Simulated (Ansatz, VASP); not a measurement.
**One calculation of PbSe, two programs**

File INCAR:

```
ALGO = Normal ; EDIFF = 1E-6
ENCUT = 520 ; GGA = PS
ISIF = 2 ; ISMEAR = 0
LASPH = True ; LCHARG = True
LELF = True ; LREAL = False
LVHAR = True ; LWAVE = False
NBANDS = 17 ; NELM = 80
PREC = Accurate ; SIGMA = 0.05
```

KPOINTS

```
k-points
0
Gamma
  10 10 10
```

POSCAR

```
PbSe
1.0
    0.2449720000      3.1997017780      3.1997017780
    3.1997017780      0.2449720000      3.1997017780
    3.1997017780      3.1997017780      0.2449720000
Pb Se
1 1
Direct
    0.0094272042      0.0094272042      0.0094272042
    0.4905727958      0.4905727958      0.4905727958
```

Input for Ansatz:

```yaml
crystal:
  lattice:
    - [0.244972, 3.199701778, 3.199701778]
    - [3.199701778, 0.244972, 3.199701778]
    - [3.199701778, 3.199701778, 0.244972]
  atoms:
    - { symbol: Pb, position: [0.0094272042, 0.0094272042, 0.0094272042] }
    - { symbol: Se, position: [0.4905727958, 0.4905727958, 0.4905727958] }
basis:
  ecutwfc: 420
kpoints:
  mp_grid: { grid: [10, 10, 10] }
hamiltonian:
  xc: pbesol
scf:
  occupations: { method: gaussian, width: 0.05 }
output:
  forces: true
  stress: true
  eigenvalues: true
  populations: true
```

Alike in both runs: task single point; functional PBEsol; k mesh 10 × 10 × 10; occupations gaussian, width 0.05 eV; no spin polarisation.

```csv
,VASP,Ansatz
version,VASP 6.6.1,Ansatz 0.2.0
potentials or method,"VASP PAW PBE potentials, release 64 (Pb_d, Se), cutoff 520 eV","scalar-relativistic, plane waves, PAW"
valence electrons in the cell,20,30
```

```csv
,VASP,Ansatz,Ansatz less VASP
gap on the k mesh at the Fermi level (eV),none,none,-
pressure (GPa),-0.5,-0.5,0.00
"traceless stress, the component that is largest in VASP (GPa)",-1.24,-1.23,+0.001
```

VASP's potentials were made for PBE, not for PBEsol. A gap of «none» marks a metal or a gap that the smearing closes. VASP's potentials hold 20 valence electrons a cell and Ansatz's 30, so a difference there can come from the potentials and not from the codes.

Neither program's run includes spin-orbit coupling.
